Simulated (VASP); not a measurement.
# SbMo (zincblende type) (F-43m) in VASP: electric field gradients with PBEsol

Aim: the electric field gradients of SbMo (zincblende type) with PBEsol.

Program: VASP 6.6.1. These are calculated values, not measurements. Logs are shortened: lines on timing, memory, paths and dates and some standing lists are left out, and cuts for length are marked.

### 1 The cell of the first run

It takes space group F-43m (No. 216, cubic). The conventional cell has a = 6.130 Å, b = 6.130 Å, c = 6.130 Å, α = 90.00°, β = 90.00°, γ = 90.00°. Mo (site symmetry -43m) has 4 Sb at 2.65 Å within 3.5 Å. Within 3.5 Å of Sb (site symmetry -43m) lie 4 Mo at 2.65 Å.

### 2 Electric field gradients, PBEsol

The input, INCAR:

```
SYSTEM = SbMo
PREC = Accurate
ENCUT = 520
EDIFF = 1E-8
ISMEAR = -1
SIGMA = 0.08
LREAL = .False.
LASPH = .True.
NELM = 60
ALGO = Normal
ISIF = 2
LWAVE = .False.
LCHARG = .False.
GGA = PS
LEFG = .True.
NBANDS = 16
```

The input, KPOINTS:

```
Automatic mesh
0
Gamma
  10 10 10
  0 0 0
```

The input, POSCAR:

```
SbMo
1.0
    0.0000000000      3.0649472798      3.0649472798
    3.0649472798      0.0000000000      3.0649472798
    3.0649472798      3.0649472798      0.0000000000
Mo Sb
1 1
Direct
    0.0000000000      0.0000000000      0.0000000000
    0.2500000000      0.2500000000      0.2500000000
```

Potentials or basis: VASP PAW PBE potentials, release 64 (Mo_sv, Sb).

Command:

```console
$ cat potpaw_PBE.64/Mo_sv/POTCAR potpaw_PBE.64/Sb/POTCAR > POTCAR
$ mpirun -np 1 vasp_std > vasp.out
```

OUTCAR:

```text
SYSTEM = SbMo
   PREC = Accurate
   ENCUT = 520
   EDIFF = 1E-8
   ISMEAR = -1
   LREAL = .False.
   LASPH = .True.
   NELM = 60
   ISIF = 2
   GGA = PS

 ion  position               nearest neighbor table
   1  0.000  0.000  0.000-   2 2.65   2 2.65   2 2.65   2 2.65
   2  0.250  0.250  0.250-   1 2.65   1 2.65   1 2.65   1 2.65

  LATTYP: Found a face centered cubic cell.
 ALAT       =     6.1298945596

  Lattice vectors:

 A1 = (   0.0000000000,   3.0649472798,   3.0649472798)
 A2 = (   3.0649472798,   0.0000000000,   3.0649472798)
 A3 = (   3.0649472798,   3.0649472798,   0.0000000000)

Analysis of symmetry for initial positions (statically):
=====================================================================
 Subroutine PRICEL returns:
 Original cell was already a primitive cell.

 Routine SETGRP: Setting up the symmetry group for a
 face centered cubic supercell.

 Subroutine GETGRP returns: Found 24 space group operations
 (whereof 24 operations were pure point group operations)
 out of a pool of 48 trial point group operations.

The static configuration has the point symmetry T_d .

Analysis of symmetry for dynamics (positions and initial velocities):
=====================================================================
 Subroutine PRICEL returns:
 Original cell was already a primitive cell.

 Routine SETGRP: Setting up the symmetry group for a
 face centered cubic supercell.

 Subroutine GETGRP returns: Found 24 space group operations
 (whereof 24 operations were pure point group operations)
 out of a pool of 48 trial point group operations.

The dynamic configuration has the point symmetry T_d .

 Subroutine INISYM returns: Found 24 space group operations
 (whereof 24 operations are pure point group operations),
 and found     1 'primitive' translations

----------------------------------------------------------------------------------------

                                     Primitive cell

  volume of cell :      57.5836

  direct lattice vectors                    reciprocal lattice vectors
     0.000000000  3.064947280  3.064947280    -0.163134943  0.163134943  0.163134943
     3.064947280  0.000000000  3.064947280     0.163134943 -0.163134943  0.163134943
     3.064947280  3.064947280  0.000000000     0.163134943  0.163134943 -0.163134943

  length of vectors
     4.334490011  4.334490011  4.334490011     0.282558010  0.282558010  0.282558010

  position of ions in fractional coordinates (direct lattice)
     0.000000000  0.000000000  0.000000000
     0.250000000  0.250000000  0.250000000

  ion indices of the primitive-cell ions
   primitive index   ion index
                 1           1
                 2           2

----------------------------------------------------------------------------------------

 KPOINTS: Automatic mesh

Automatic generation of k-mesh.
 Grid dimensions read from file:
 generate k-points for:   10   10   10

 Generating k-lattice:

  Cartesian coordinates                     Fractional coordinates (reciprocal lattice)
    -0.016313494  0.016313494  0.016313494     0.100000000  0.000000000  0.000000000
     0.016313494 -0.016313494  0.016313494     0.000000000  0.100000000  0.000000000
     0.016313494  0.016313494 -0.016313494     0.000000000  0.000000000  0.100000000

  Length of vectors
     0.028255801  0.028255801  0.028255801

  Shift w.r.t. Gamma in fractional coordinates (k-lattice)
     0.000000000  0.000000000  0.000000000

 Subroutine IBZKPT returns following result:
 ===========================================

 Found     47 irreducible k-points:

 Following reciprocal coordinates:
            Coordinates               Weight
  0.000000  0.000000  0.000000      1.000000
  0.100000  0.000000  0.000000      8.000000
  0.200000  0.000000  0.000000      8.000000
  0.300000  0.000000  0.000000      8.000000
  0.400000  0.000000  0.000000      8.000000
  0.500000  0.000000  0.000000      4.000000
[... 16 lines left out ...]
  0.300000  0.300000  0.000000      6.000000
  0.400000  0.300000  0.000000     24.000000
 [... further k-points ...]
   k-points           NKPTS =     47   k-points in BZ     NKDIM =     47   number of bands    NBANDS=     16
   number of dos      NEDOS =    301   number of ions     NIONS =      2
   total plane-waves  NPLWV =  32768
   dimension x,y,z NGX =    32 NGY =   32 NGZ =   32
   dimension x,y,z NGXF=    64 NGYF=   64 NGZF=   64
   ions per type =               1   1
   NGX,Y,Z   is equivalent  to a cutoff of  12.27, 12.27, 12.27 a.u.
   NGXF,Y,Z  is equivalent  to a cutoff of  24.55, 24.55, 24.55 a.u.
 SYSTEM =  SbMo
   PREC   = accura    normal or accurate (medium, high low for compatibility)
   ISTART =      0    job   : 0-new  1-cont  2-samecut
   ICHARG =      2    charge: 1-file 2-atom 10-const
   ISPIN  =      1    spin polarized calculation?
   LNONCOLLINEAR =      F non collinear calculations
   LSORBIT =      F    spin-orbit coupling
   LASPH  =      T    aspherical Exc in radial PAW
   ENCUT  =  520.0 eV  38.22 Ry    6.18 a.u.   8.06  8.06  8.06*2*pi/ulx,y,z
   NELM   =     60;   NELMIN=  2; NELMDL= -5     # of ELM steps
   EDIFF  = 0.1E-07   stopping-criterion for ELM
   LREAL  =      F    real-space projection
   EDIFFG = 0.1E-06   stopping-criterion for IOM
   NSW    =      0    number of steps for IOM
   IBRION =     -1    ionic relax: 0-MD 1-quasi-New 2-CG
   NFREE  =      0    steps in history (QN), initial steepest desc. (CG)
   ISIF   =      2    stress and relaxation
   ISYM   =      2    0-nonsym 1-usesym 2-fastsym
   POTIM  = 0.5000    time-step for ionic-motion
   TEBEG  =    0.0;   TEEND  =   0.0 temperature during run
   PSTRESS=    0.0 pullay stress
   NELECT =      19.0000    total number of electrons
   NUPDOWN=      -1.0000    fix difference up-down
   EMIN   =  10.00;   EMAX   =-10.00  energy-range for DOS
   EFERMI =   0.00;   METHOD = LEGACY
   ISMEAR =    -1;   SIGMA  =   0.08  broadening in eV -4-tet -1-fermi 0-gaus
   EFERMI_NEDOS =   21; number of points for ismear=-14 and -15
   IALGO  =     38    algorithm
   IMIX   =      4    mixing-type and parameters
     AMIX     =   0.40;   BMIX     =  1.00
     AMIX_MAG =   1.60;   BMIX_MAG =  1.00
  volume/ion in A,a.u.               =      28.79       194.30
  Fermi-wavevector in a.u.,A,eV,Ry     =   1.131253  2.137758 17.411825  1.279733
  Thomas-Fermi vector in A             =   2.267951
   LORBIT       =      0    0 simple, 1 ext, 2 COOP (PROOUT), +10 PAW based schemes
   GGA     = PS    functional components
   LHFCALC =     F    Hartree Fock is set to
   AEXX    =    0.0000 exact exchange contribution
   IVDW    =     0    specifies the selected vdW correction
   LEPSILON=     F    determine dielectric tensor
   LRPA    =     F    only Hartree local field effects (RPA)
 non-spin polarized calculation
  energy-cutoff  :      520.00
  volume of cell :       57.58
 maximum number of plane-waves:      1572
   NGX = 17   NGY = 17   NGZ = 17

 number of electron      18.9999998 magnetization

 Free energy of the ion-electron system (eV)
  ---------------------------------------------------
  ext. energy  EPLUGINS =         0.00000000
  ---------------------------------------------------
  free energy    TOTEN  =       -13.62667197 eV

  energy without entropy =      -13.51382833  energy(sigma->0) =      -13.57025015

 E-fermi :   5.6655     XC(G=0):  -9.8050

 val. band max:        5.6603622819   @ k =  -0.3000   0.1000   0.0000
 cond. band min:       5.6678957442   @ k =  -0.3000   0.2000   0.0000
 fundamental gap:      0.0075334623
 Fermi energy:         5.6654744989

 k-point     1 :       0.0000    0.0000    0.0000
  band No.  band energies     occupation
      1     -54.8411      2.00000
      2     -28.9870      2.00000
      3     -28.9870      2.00000
      4     -28.9870      2.00000
      5      -4.3592      2.00000
      6       3.0534      2.00000
[... 8 lines left out ...]
     15      12.6150      0.00000
     16      12.6150      0.00000

 k-point     2 :       0.1000    0.0000    0.0000
  band No.  band energies     occupation
      1     -54.8410      2.00000
      2     -28.9893      2.00000
      3     -28.9874      2.00000
      4     -28.9874      2.00000
      5      -4.2777      2.00000
      6       2.9266      2.00000
[... 8 lines left out ...]
     15      12.6816      0.00000
     16      12.8325      0.00000

 k-point     3 :       0.2000    0.0000    0.0000
  band No.  band energies     occupation
      1     -54.8407      2.00000
      2     -28.9952      2.00000
      3     -28.9883      2.00000
      4     -28.9883      2.00000
      5      -4.0532      2.00000
      6       2.6348      2.00000
[... 8 lines left out ...]
     15      12.7588      0.00000
     16      13.2809      0.00000

 k-point     4 :       0.3000    0.0000    0.0000
  band No.  band energies     occupation
      1     -54.8404      2.00000
      2     -29.0026      2.00000
      3     -28.9895      2.00000
      4     -28.9895      2.00000
      5      -3.7496      2.00000
      6       2.3362      2.00000
[... 8 lines left out ...]
     15      13.2982      0.00000
     16      13.6723      0.00000

 k-point     5 :       0.4000    0.0000    0.0000
  band No.  band energies     occupation
      1     -54.8400      2.00000
      2     -29.0085      2.00000
      3     -28.9904      2.00000
      4     -28.9904      2.00000
      5      -3.4774      2.00000
      6       2.1363      2.00000
[... 8 lines left out ...]
     15      13.8763      0.00000
     16      13.8763      0.00000

 k-point     6 :       0.5000    0.0000    0.0000
  band No.  band energies     occupation
      1     -54.8399      2.00000
      2     -29.0108      2.00000
      3     -28.9908      2.00000
      4     -28.9908      2.00000
      5      -3.3657      2.00000
      6       2.0697      2.00000
[... 8 lines left out ...]
     15      13.9322      0.00000
     16      13.9322      0.00000
[... 267 lines left out ...]
 k-point    21 :      -0.3000    0.2000    0.0000
  band No.  band energies     occupation
      1     -54.8399      2.00000
      2     -29.0063      2.00000
      3     -28.9952      2.00000
      4     -28.9908      2.00000
      5      -3.3874      2.00000
      6       2.3829      2.00000
[... 8 lines left out ...]
     15      13.0086      0.00000
     16      14.1880      0.00000

 k-point    22 :      -0.2000    0.2000    0.0000
  band No.  band energies     occupation
      1     -54.8402      2.00000
      2     -29.0022      2.00000
      3     -28.9932      2.00000
      4     -28.9895      2.00000
      5      -3.6450      2.00000
      6       2.3978      2.00000
[... 8 lines left out ...]
     15      12.3919      0.00000
     16      13.8103      0.00000

 k-point    23 :       0.3000    0.3000    0.0000
  band No.  band energies     occupation
      1     -54.8401      2.00000
      2     -29.0028      2.00000
      3     -28.9928      2.00000
      4     -28.9928      2.00000
      5      -3.5386      2.00000
      6       2.0705      2.00000
[... 8 lines left out ...]
     15      12.2046      0.00000
     16      15.4576      0.00000

 k-point    24 :       0.4000    0.3000    0.0000
  band No.  band energies     occupation
      1     -54.8398      2.00000
      2     -29.0064      2.00000
      3     -28.9944      2.00000
      4     -28.9938      2.00000
      5      -3.3203      2.00000
      6       1.9635      2.00000
[... 8 lines left out ...]
     15      12.3330      0.00000
     16      15.3007      0.00000

 [... further k-points ...]

------------------------ aborting loop because EDIFF is reached ----------------------------------------

  FORCE on cell =-STRESS in cart. coord.  units (eV):
  Direction    XX          YY          ZZ          XY          YZ          ZX
  --------------------------------------------------------------------------------------
  -------------------------------------------------------------------------------------
  Total       -1.1187222     -1.1187222     -1.1187222     -0.0000000      0.0000000      0.0000000
  in kB      -31.1267527    -31.1267527    -31.1267527     -0.0000000      0.0000000      0.0000000
  external PRESSURE =     -31.1267527 kB  Pullay stress =       0.0000000 kB

 VOLUME and BASIS-vectors are now :
 -----------------------------------------------------------------------------
  energy-cutoff  :      520.00
  volume of cell :       57.58
      direct lattice vectors                 reciprocal lattice vectors
     0.000000000  3.064947280  3.064947280    -0.163134943  0.163134943  0.163134943
     3.064947280  0.000000000  3.064947280     0.163134943 -0.163134943  0.163134943
     3.064947280  3.064947280  0.000000000     0.163134943  0.163134943 -0.163134943

 POSITION                                       TOTAL-FORCE (eV/Angst)
 -----------------------------------------------------------------------------------
      0.00000      0.00000      0.00000        -0.000000     -0.000000     -0.000000
      1.53247      1.53247      1.53247         0.000000      0.000000      0.000000
 -----------------------------------------------------------------------------------
    total drift:                               -0.000000     -0.000000     -0.000000

  FREE ENERGIE OF THE ION-ELECTRON SYSTEM (eV)
  ---------------------------------------------------
  free  energy   TOTEN  =       -13.6266719731 eV

  energy  without entropy=      -13.5138283326  energy(sigma->0) =      -13.57025015

 Electric field gradients (V/A^2)
---------------------------------------------------------------------
 ion       V_xx      V_yy      V_zz      V_xy      V_xz      V_yz
---------------------------------------------------------------------
   1      -0.000    -0.000     0.000    -0.000    -0.000    -0.000
   2       0.000     0.000    -0.000     0.000     0.000     0.000
---------------------------------------------------------------------

 Electric field gradients after diagonalization (V/A^2)
 (convention: |V_zz| > |V_xx| > |V_yy|)
----------------------------------------------------------------------
 ion       V_xx      V_yy      V_zz     asymmetry (V_yy - V_xx)/ V_zz
----------------------------------------------------------------------
   1       0.000     0.000    -0.001       0.000
   2      -0.000    -0.000     0.000       0.000
----------------------------------------------------------------------

           NMR quadrupolar parameters

 Cq : quadrupolar parameter    Cq=e*Q*V_zz/h
 eta: asymmetry parameters     (V_yy - V_xx)/ V_zz
 Q  : nuclear electric quadrupole moment in mb (millibarn)
----------------------------------------------------------------------
 ion       Cq(MHz)       eta       Q (mb)
----------------------------------------------------------------------
   1      -0.000       0.000       1.000
   2       0.000       0.000       1.000
----------------------------------------------------------------------
```

Run time: 20 s. Hardware: 1 thread of Intel Xeon Platinum 8488C (Sapphire Rapids), shared host; peak memory 0.2 GiB.

Results:

| Item | Value |
| --- | --- |
| Free energy | -13.6267 eV |
| Pressure | -3.1 GPa |
| Band gap on the k mesh | zero (an odd number of electrons rules out a gap without spin polarisation) |
| Largest electric field gradient by atom | under 0.05 V/Å² on every atom |

Caveat: the cell stands under tension; the PAW data sets were made with another functional, which shifts forces and pressure a little; spin-orbit coupling is left out, which moves the levels of the heavy elements.
